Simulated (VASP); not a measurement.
# Hg (P-1) in VASP: a series of runs, part 2 of 2

VASP 6.6.1. The steps go on from the part before.

## (3) Single point, PBEsol (strain -0.050 along x and y, -0.025 along z)

INCAR reads:

```
  ALGO = Fast
  EDIFF = 1E-6
  ENCUT = 520
  GGA = PS
  ISIF = 2
  ISMEAR = 0
  LASPH = T
  LCHARG = F
  LREAL = F
  LWAVE = F
  NBANDS = 12
  NELM = 80
  PREC = Accurate
  SIGMA = 0.05
```

KPOINTS reads:

```
k-points
0
Gamma
  10 10 4
```

POSCAR reads:

```
Hg
1.0
    3.0637466888      0.0005966067     -0.0000002098
    1.5309294589      2.6570946376      0.0000028061
    0.0082737613      1.6952117226      8.3993037600
Hg
1
Direct
    0.5000000000      0.0000000000      0.0000000000
```

Potentials or basis: VASP PAW PBE potentials, release 64 (Hg).

The run is started by

```console
$ cat potpaw_PBE.64/Hg/POTCAR > POTCAR
$ mpirun -np 1 vasp_std > vasp.out
```

OUTCAR:

```text
EDIFF = 1E-6
   ENCUT = 520
   GGA = PS
   ISIF = 2
   ISMEAR = 0
   LASPH = T
   LREAL = F
   NELM = 80
   PREC = Accurate

 ion  position               nearest neighbor table
   1  0.500  0.000  0.000-

  LATTYP: Found a triclinic cell.
 ALAT       =     5.3079536219
 B/A-ratio  =     0.5771992307
 C/A-ratio  =     2.0609561806
 COS(alpha) =     0.0007084671
 COS(beta)  =     0.3212991202
 COS(gamma) =     0.8657184902

  Lattice vectors:

[... 540 lines left out ...]
     10       5.9512      0.00000
     11       8.0367      0.00000
     12       9.2856      0.00000

 [... further k-points ...]

------------------------ aborting loop because EDIFF is reached ----------------------------------------

  FORCE on cell =-STRESS in cart. coord.  units (eV):
  Direction    XX          YY          ZZ          XY          YZ          ZX
  --------------------------------------------------------------------------------------
  -------------------------------------------------------------------------------------
  Total        0.3518058      0.4461367     -0.0159398     -0.0057668      0.0000061     -0.0000077
  in kB        8.2444038     10.4550028     -0.3735408     -0.1351417      0.0001433     -0.0001795
  external PRESSURE =       6.1086219 kB  Pullay stress =       0.0000000 kB

 VOLUME and BASIS-vectors are now :
 -----------------------------------------------------------------------------
  energy-cutoff  :      520.00
  volume of cell :       68.37
      direct lattice vectors                 reciprocal lattice vectors
     3.063746689  0.000596607 -0.000000210     0.326434369 -0.188080654  0.037638321
     1.530929459  2.657094638  0.000002806    -0.000073301  0.376393229 -0.075966488
     0.008273761  1.695211723  8.399303760     0.000000008 -0.000000130  0.119057514

 POSITION                                       TOTAL-FORCE (eV/Angst)
 -----------------------------------------------------------------------------------
      1.53187      0.00030     -0.00000         0.000000      0.000000      0.000000
 -----------------------------------------------------------------------------------
    total drift:                                0.000000     -0.000000     -0.000000

  FREE ENERGIE OF THE ION-ELECTRON SYSTEM (eV)
  ---------------------------------------------------
  free  energy   TOTEN  =        -0.2469773170 eV

  energy  without entropy=       -0.2441583228  energy(sigma->0) =       -0.24556782
```

OSZICAR:

```text
N       E                     dE             d eps       ncg     rms          rms(c)
DAV:   1     0.683229764167E+02    0.68323E+02   -0.51656E+03  4920   0.811E+02
DAV:   2     0.144050518695E+01   -0.66882E+02   -0.63998E+02  5500   0.202E+02
DAV:   3    -0.277696312127E+00   -0.17182E+01   -0.17120E+01  5864   0.356E+01
DAV:   4    -0.281967630851E+00   -0.42713E-02   -0.42705E-02  5320   0.195E+00
DAV:   5    -0.281993368309E+00   -0.25737E-04   -0.25737E-04  5748   0.126E-01    0.301E+00
RMM:   6    -0.252451197054E+00    0.29542E-01   -0.58958E-02  4907   0.229E+00    0.220E+00
RMM:   7    -0.247785866745E+00    0.46653E-02   -0.14036E-02  4976   0.900E-01    0.741E-01
RMM:   8    -0.246903067190E+00    0.88280E-03   -0.27247E-03  5362   0.597E-01    0.873E-02
RMM:   9    -0.246884149181E+00    0.18918E-04   -0.17814E-04  5429   0.133E-01    0.410E-02
RMM:  10    -0.246875966543E+00    0.81826E-05   -0.52281E-05  5363   0.572E-02    0.142E-02
RMM:  11    -0.246969697098E+00   -0.93731E-04   -0.19190E-05  6056   0.290E-02    0.195E-02
RMM:  12    -0.246977341863E+00   -0.76448E-05   -0.50881E-06  5449   0.207E-02    0.277E-03
RMM:  13    -0.246977316999E+00    0.24864E-07   -0.56603E-07  4491   0.689E-03
   1 F= -.24697732E+00 E0= -.24556782E+00  d E =-.281899E-02
```

stdout:

```text
POSCAR found type information on POSCAR Hg
 POSCAR found :  1 types and       1 ions
 scaLAPACK will be used
 -----------------------------------------------------------------------------
|                                                                             |
|                                                                             |
|     You enforced a specific xc type in the INCAR file but a different       |
|     I HOPE YOU KNOW WHAT YOU ARE DOING!                                     |
|                                                                             |
 -----------------------------------------------------------------------------

 LDA part: xc-table for (Slater+PW92), standard interpolation
 POSCAR, INCAR and KPOINTS ok, starting setup
 FFT: planning ... GRIDC
 FFT: planning ... GRID_SOFT
 FFT: planning ... GRID
 WAVECAR not read
 entering main loop
```

Wall time 3.3 min (1 thread of Oxide Virtual Turin-like, shared host); peak memory 0.26 GiB.

Results:

```yaml
Free_energy: -0.2470 eV
Pressure: 0.6 GPa
Band_gap_on_the_k_mesh: zero (bands 6 and 7 overlap by 0.03 eV)
```

Caveat: the cell differs from its parent crystal (strain -0.050 along x and y, -0.025 along z); the PAW data sets were made with another functional, which shifts forces and pressure a little; spin-orbit coupling is left out, which moves the levels of the heavy elements.

## (4) Single point, PBEsol (strain -0.050 along x and y, +0.000 along z)

INCAR reads:

```
SYSTEM = Hg
PREC     = Accurate       ! precision mode
ENCUT    = 520            ! plane-wave cutoff, eV
EDIFF    = 1E-6           ! SCF threshold, eV
ISMEAR   = 0              ! smearing method
SIGMA    = 0.05           ! smearing width, eV
LREAL    = .FALSE.        ! projectors in reciprocal space
LASPH    = .TRUE.         ! aspherical terms in the spheres
NELM     = 80             ! most SCF steps
ALGO     = Fast           ! electronic algorithm
ISIF     = 2              ! what is computed and relaxed
LWAVE    = .FALSE.        ! write WAVECAR
LCHARG   = .FALSE.        ! write CHGCAR
GGA      = PS             ! functional
NBANDS   = 12             ! bands
```

KPOINTS reads:

```
regular mesh
0
G
  10 10 4
  0 0 0
```

POSCAR reads:

```
Hg
1.0
    3.0637466888      0.0005966067     -0.0000002152
    1.5309294589      2.6570946376      0.0000028781
    0.0082737613      1.6952117226      8.6146705231
Hg
1
Direct
    0.5000000000      0.0000000000      0.0000000000
```

The run is started by

```console
$ cat potpaw_PBE.64/Hg/POTCAR > POTCAR
$ mpirun -np 1 vasp_std > vasp.out
```

Run time: 4.2 min. Hardware: 1 thread of Oxide Virtual Turin-like, shared host; peak memory 0.28 GiB.

The run converged. Its results:

| Property | Result |
| --- | --- |
| Free energy | -0.2469 eV |
| Pressure | 0.6 GPa |
| Band gap on the k mesh | zero (bands 6 and 7 overlap by 0.02 eV) |

Stress tensor (GPa, compression positive):
```
 0.81 -0.01  0.00
-0.01  1.02  0.00
 0.00  0.00 -0.04
```

Levels at points of the mesh, in eV from the Fermi level:
```
           k point  band 2  band 3  band 4  band 5  band 6  band 7  band 8  band 9  band 10  band 11
(0.00, 0.00, 0.00)   -6.75   -6.74   -5.97   -5.90   -5.90    0.07    3.28    7.38     8.63    15.19
(0.50, 0.00, 0.00)   -7.00   -6.12   -6.07   -5.31   -0.23   -0.02    4.96    7.79     8.53     8.90
(0.00, 0.50, 0.00)   -7.00   -6.12   -6.07   -5.31   -0.25   -0.02    4.91    7.56     8.93     9.55
(0.50, 0.50, 0.00)   -7.00   -6.12   -6.07   -5.31   -0.23   -0.02    4.96    7.79     8.54     8.91
(0.00, 0.00, 0.50)   -6.75   -6.74   -5.97   -5.90   -5.90   -0.02    4.35    4.99    11.90    13.21
(0.50, 0.00, 0.50)   -7.00   -6.12   -6.07   -5.31   -0.23   -0.02    4.92    7.54     9.02     9.66
(0.00, 0.50, 0.50)   -7.00   -6.12   -6.07   -5.31   -0.25   -0.02    4.94    7.74     8.57     8.97
(0.50, 0.50, 0.50)   -7.00   -6.12   -6.07   -5.31   -0.23   -0.02    4.92    7.55     9.01     9.65
```

Caveat: the cell differs from its parent crystal (strain -0.050 along x and y, +0.000 along z); the PAW data sets were made with another functional, which shifts forces and pressure a little; spin-orbit coupling is left out, which moves the levels of the heavy elements.

## (5) Single point, PBEsol (strain -0.050 along x and y, +0.025 along z)

INCAR reads:

```
SYSTEM = Hg
PREC = Accurate ; ENCUT = 520
EDIFF = 1E-6 ; ISMEAR = 0
SIGMA = 0.05 ; LREAL = .False.
LASPH = .True. ; NELM = 60
ALGO = Fast ; ISIF = 2
LWAVE = .False. ; LCHARG = .True.
GGA = PS ; LELF = .True.
LVHAR = .True. ; NBANDS = 12
```

KPOINTS reads:

```
Automatic mesh
0
Gamma
  10 10 4
  0 0 0
```

POSCAR reads:

```
Hg
1.0
    3.0637466888      0.0005966067     -0.0000002206
    1.5309294589      2.6570946376      0.0000029501
    0.0082737613      1.6952117226      8.8300372862
Hg
1
Direct
    0.5000000000      0.0000000000      0.0000000000
```

The run is started by

```console
$ cat potpaw_PBE.64/Hg/POTCAR > POTCAR
$ mpirun -np 1 vasp_std > vasp.out
```

Run time: 4.6 min. Hardware: 1 thread of Oxide Virtual Turin-like, shared host; peak memory 0.28 GiB.

Results (log left out):

| Quantity | Value |
| --- | --- |
| Free energy | -0.2469 eV |
| Pressure | 0.6 GPa |
| Band gap on the k mesh | zero (bands 6 and 7 overlap by 0.02 eV) |

Stress tensor (GPa, compression positive):
```
 0.79 -0.01  0.00
-0.01  1.00  0.00
 0.00  0.00 -0.04
```

Levels at points of the mesh, in eV from the Fermi level:
| k point | band 2 | band 3 | band 4 | band 5 | band 6 | band 7 | band 8 | band 9 | band 10 | band 11 |
| --- | --- | --- | --- | --- | --- | --- | --- | --- | --- | --- |
| (0.00, 0.00, 0.00) | -6.75 | -6.74 | -5.97 | -5.90 | -5.90 | 0.06 | 3.28 | 7.11 | 8.31 | 15.19 |
| (0.50, 0.00, 0.00) | -7.00 | -6.12 | -6.07 | -5.31 | -0.23 | -0.02 | 4.96 | 7.78 | 8.53 | 8.87 |
| (0.00, 0.50, 0.00) | -7.00 | -6.12 | -6.07 | -5.31 | -0.25 | -0.02 | 4.92 | 7.57 | 8.90 | 9.47 |
| (0.50, 0.50, 0.00) | -7.00 | -6.12 | -6.07 | -5.31 | -0.23 | -0.02 | 4.96 | 7.78 | 8.54 | 8.88 |
| (0.00, 0.00, 0.50) | -6.75 | -6.74 | -5.97 | -5.90 | -5.90 | -0.01 | 4.28 | 4.86 | 11.40 | 12.67 |
| (0.50, 0.00, 0.50) | -7.00 | -6.12 | -6.07 | -5.31 | -0.23 | -0.02 | 4.92 | 7.56 | 8.98 | 9.57 |
| (0.00, 0.50, 0.50) | -7.00 | -6.12 | -6.07 | -5.31 | -0.25 | -0.02 | 4.94 | 7.74 | 8.56 | 8.93 |
| (0.50, 0.50, 0.50) | -7.00 | -6.12 | -6.07 | -5.31 | -0.23 | -0.02 | 4.93 | 7.56 | 8.97 | 9.56 |

Caveat: the cell differs from its parent crystal (strain -0.050 along x and y, +0.025 along z); the PAW data sets were made with another functional, which shifts forces and pressure a little; spin-orbit coupling is left out, which moves the levels of the heavy elements.

## (6) The runs side by side

| cell | further INCAR settings | gap on the mesh (eV) | pressure (GPa) |
| --- | --- | --- | --- |
| a = 3.064, b = 3.067, c = 8.358 Å, angles 79.8, 89.9, 60.0°, 1 atom | ALGO = Fast; EDIFF = 1e-07; NBANDS = 12 | none | 0.6 |
| a = 3.064, b = 3.067, c = 8.569 Å, angles 80.1, 89.9, 60.0°, 1 atom | ALGO = Fast; EDIFF = 1e-06; NBANDS = 12 | none | 0.6 |
| a = 3.064, b = 3.067, c = 8.780 Å, angles 80.3, 89.9, 60.0°, 1 atom | ALGO = Fast; EDIFF = 1e-06; NBANDS = 12 | none | 0.6 |
| a = 3.064, b = 3.067, c = 8.991 Å, angles 80.6, 89.9, 60.0°, 1 atom | ALGO = Fast; EDIFF = 1e-06; NBANDS = 12 | none | 0.6 |

Alike in all rows: task single point; level PBEsol; potentials or basis VASP PAW PBE potentials, release 64 (Hg); no spin polarisation; k mesh 10 × 10 × 4; cutoff (eV) 520; smearing gaussian 0.05 eV.

Caveats: the PAW data sets were made with another functional, which shifts forces and pressure a little; spin-orbit coupling is left out, which moves the levels of the heavy elements.

Total energies depend on the potentials used, so only differences within one code and one set of settings carry meaning.
